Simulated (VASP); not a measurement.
# ZnS (qlda) (F-43m) in VASP: further runs, part 2 of 2

VASP 6.6.1.

## Step 4: Relaxation of cell and atoms, LDA

File INCAR:

```
ALGO     = Normal         # electronic algorithm
EDIFF    = 1E-6           # SCF threshold, eV
EDIFFG   = -0.002         # ionic threshold
ENCUT    = 600            # plane-wave cutoff, eV
GGA      = CA             # functional
IBRION   = 2              # ionic algorithm
ISIF     = 3              # what is computed and relaxed
ISMEAR   = 0              # smearing method
LASPH    = True           # aspherical terms in the spheres
LCHARG   = False          # write CHGCAR
LREAL    = False          # projectors in reciprocal space
LWAVE    = False          # write WAVECAR
NELM     = 80             # most SCF steps
NSW      = 100            # ionic steps
PREC     = Accurate       # precision mode
SIGMA    = 0.02           # smearing width, eV
```

File KPOINTS:

```
k-points
0
Gamma
  8 8 8
```

File POSCAR:

```
ZnS
1.0
    0.0000000000      2.6936828800      2.6936828800
    2.6936828800      0.0000000000      2.6936828800
    2.6936828800      2.6936828800      0.0000000000
Zn S
1 1
Direct
    0.0000000000      0.0000000000      0.0000000000
    0.7500000000      0.7500000000      0.7500000000
```

Potentials or basis: VASP PAW LDA potentials, release 64 (Zn, S).

On the command line:

```
> cat potpaw_LDA.64/Zn/POTCAR potpaw_LDA.64/S/POTCAR > POTCAR
> mpirun -np 1 vasp_std > vasp.out
```

OUTCAR:

```text
EDIFF = 1E-6
   EDIFFG = -0.002
   ENCUT = 600
   GGA = CA
   IBRION = 2
   ISIF = 3
   ISMEAR = 0
   LASPH = True
   LREAL = False
   NELM = 80
   NSW = 100
   PREC = Accurate

 ion  position               nearest neighbor table
   1  0.000  0.000  0.000-   2 2.33   2 2.33   2 2.33   2 2.33
   2  0.750  0.750  0.750-   1 2.33   1 2.33   1 2.33   1 2.33

  LATTYP: Found a face centered cubic cell.
 ALAT       =     5.3873657600

  Lattice vectors:

 A1 = (   0.0000000000,   2.6936828800,   2.6936828800)
 A2 = (   2.6936828800,   0.0000000000,   2.6936828800)
 A3 = (   2.6936828800,   2.6936828800,   0.0000000000)

Analysis of symmetry for initial positions (statically):
=====================================================================
 Subroutine PRICEL returns:
 Original cell was already a primitive cell.

 Routine SETGRP: Setting up the symmetry group for a
 face centered cubic supercell.

 Subroutine GETGRP returns: Found 24 space group operations
 (whereof 24 operations were pure point group operations)
 out of a pool of 48 trial point group operations.

The static configuration has the point symmetry T_d .

Analysis of symmetry for dynamics (positions and initial velocities):
=====================================================================
 Subroutine PRICEL returns:
 Original cell was already a primitive cell.

 Routine SETGRP: Setting up the symmetry group for a
 face centered cubic supercell.

 Subroutine GETGRP returns: Found 24 space group operations
 (whereof 24 operations were pure point group operations)
 out of a pool of 48 trial point group operations.

The dynamic configuration has the point symmetry T_d .

 Subroutine INISYM returns: Found 24 space group operations
 (whereof 24 operations are pure point group operations),
 and found     1 'primitive' translations

----------------------------------------------------------------------------------------

                                     Primitive cell

[... 132 lines left out ...]

 Free energy of the ion-electron system (eV)
  ---------------------------------------------------
  ext. energy  EPLUGINS =         0.00000000
  ---------------------------------------------------
  free energy    TOTEN  =        -8.18600706 eV

  energy without entropy =       -8.18600706  energy(sigma->0) =       -8.18600706

------------------------ aborting loop because EDIFF is reached ----------------------------------------

  FORCE on cell =-STRESS in cart. coord.  units (eV):
  Direction    XX          YY          ZZ          XY          YZ          ZX
  --------------------------------------------------------------------------------------
  -------------------------------------------------------------------------------------
  Total       -0.8893516     -0.8893516     -0.8893516      0.0000000      0.0000000      0.0000000
  in kB      -36.4514399    -36.4514399    -36.4514399      0.0000000      0.0000000      0.0000000
  external PRESSURE =     -36.4514399 kB  Pullay stress =       0.0000000 kB
[... 167 lines left out ...]
--------------------------------------- Ionic step        6  -------------------------------------------

 number of electron      17.9999988 magnetization

 Free energy of the ion-electron system (eV)
  ---------------------------------------------------
  ext. energy  EPLUGINS =         0.00000000
  ---------------------------------------------------
  free energy    TOTEN  =        -8.20822447 eV

  energy without entropy =       -8.20822447  energy(sigma->0) =       -8.20822447

 E-fermi :   2.5770     XC(G=0): -10.3036

 val. band max:        2.4856757493   @ k =   0.0000   0.0000   0.0000
 cond. band min:       4.6335402863   @ k =   0.0000   0.0000   0.0000
 fundamental gap:      2.1478645370
 Fermi energy:         2.5769954501

 k-point     1 :       0.0000    0.0000    0.0000
  band No.  band energies     occupation
      1     -11.0407      2.00000
      2      -4.2590      2.00000
      3      -4.2590      2.00000
      4      -4.2590      2.00000
      5      -3.7094      2.00000
      6      -3.7094      2.00000
      7       2.4857      2.00000
      8       2.4857      2.00000
      9       2.4857      2.00000
     10       4.6335      0.00000
     11       8.6968      0.00000
     12       8.6968      0.00000
     13       8.6968      0.00000
[... 354 lines left out ...]
  band No.  band energies     occupation
      1      -9.8028      2.00000
      2      -4.1267      2.00000
      3      -4.0581      2.00000
      4      -3.7819      2.00000
      5      -3.6960      2.00000
      6      -3.3986      2.00000
      7      -2.8129      2.00000
      8      -0.1063      2.00000
      9       0.8542      2.00000
     10       7.3666      0.00000
     11       8.2113      0.00000
     12      10.3142      0.00000
     13      11.5083      0.00000

 [... further k-points ...]

------------------------ aborting loop because EDIFF is reached ----------------------------------------

  FORCE on cell =-STRESS in cart. coord.  units (eV):
  Direction    XX          YY          ZZ          XY          YZ          ZX
  --------------------------------------------------------------------------------------
  -------------------------------------------------------------------------------------
  Total       -0.0023990     -0.0023990     -0.0023990     -0.0000000      0.0000000      0.0000000
  in kB       -0.1031738     -0.1031738     -0.1031738     -0.0000000      0.0000000      0.0000000
  external PRESSURE =      -0.1031738 kB  Pullay stress =       0.0000000 kB
[... 17 lines left out ...]
  FREE ENERGIE OF THE ION-ELECTRON SYSTEM (eV)
  ---------------------------------------------------
  free  energy   TOTEN  =        -8.2082244699 eV

  energy  without entropy=       -8.2082244699  energy(sigma->0) =       -8.20822447

 reached required accuracy - stopping structural energy minimisation
```

CONTCAR:

```text
ZnS
   1.00000000000000
    -0.0000000000000000    2.6508071953656103    2.6508071953656103
     2.6508071953656103    0.0000000000000000    2.6508071953656103
     2.6508071953656103    2.6508071953656103   -0.0000000000000000
  Zn              S
     1     1
Direct
     1.0000000000000000    0.0000000000000000    1.0000000000000000
     0.7500000000000000    0.7500000000000000    0.7500000000000000

  0.00000000E+00  0.00000000E+00  0.00000000E+00
  0.00000000E+00  0.00000000E+00  0.00000000E+00
```

It took 23 s on 1 thread of Intel Xeon 6975P-C (Granite Rapids), shared host; peak memory 0.16 GiB.

Results:

| Quantity | Value |
| --- | --- |
| Free energy | -8.2082 eV |
| Relaxed volume | 18.63 Å³/atom |
| Relaxed cell | a = 3.749 Å, b = 3.749 Å, c = 3.749 Å, α = 60.00°, β = 60.00°, γ = 60.00° |
| Space group after relaxing (to 0.05 Å) | F-43m (No. 216) |
| Energy gained by relaxing | 11.1 meV/atom |
| Ionic steps | 6 |
| Pressure after relaxing | 0.0 GPa |
| Band gap on the k mesh | 2.15 eV, direct |

The path:
| step | energy change (eV) | largest force (eV/Å) | pressure (GPa) | volume (Å³) |
| --- | --- | --- | --- | --- |
| 1 | 0.0000 | 0.0000 | -3.65 | 39.09 |
| 2 | -0.0192 | 0.0000 | 1.51 | 36.63 |
| 3 | -0.0222 | 0.0000 | -0.09 | 37.24 |
| 4 | -0.0222 | 0.0000 | 0.15 | 37.21 |
| 5 | -0.0222 | 0.0000 | -0.07 | 37.30 |
| 6 | -0.0222 | 0.0000 | -0.01 | 37.25 |

Final structure:
```xyz
2
Lattice="0.0000 2.6508 2.6508 2.6508 0.0000 2.6508 2.6508 2.6508 0.0000" Properties=species:S:1:pos:R:3 pbc="T T T"
Zn    2.6508    5.3016    2.6508
S     3.9762    3.9762    3.9762
```

## Step 5: The runs side by side

| task | cell | k mesh | cutoff (eV) | smearing | gap on the mesh (eV) | pressure (GPa) |
| --- | --- | --- | --- | --- | --- | --- |
| single point | a = 3.809 Å, angles 60.0°, 2 atoms | 6 × 6 × 6 | 520 | gaussian 0.1 eV | 1.93 | -3.7 |
| single point | a = 3.745 Å, angles 60.0°, 2 atoms | 8 × 8 × 8 | 520 | gaussian 0.02 eV | 2.16 | 0.3 |
| relaxation of cell and atoms | relaxed from a = 3.809 Å, angles 60.0°, 2 atoms | 8 × 8 × 8 | 600 | gaussian 0.02 eV | 2.15 | 0.0 |

Alike in all rows: level LDA; potentials or basis VASP PAW LDA potentials, release 64 (Zn, S); no spin polarisation.

Absolute energies hang on the potentials; compare differences alone.
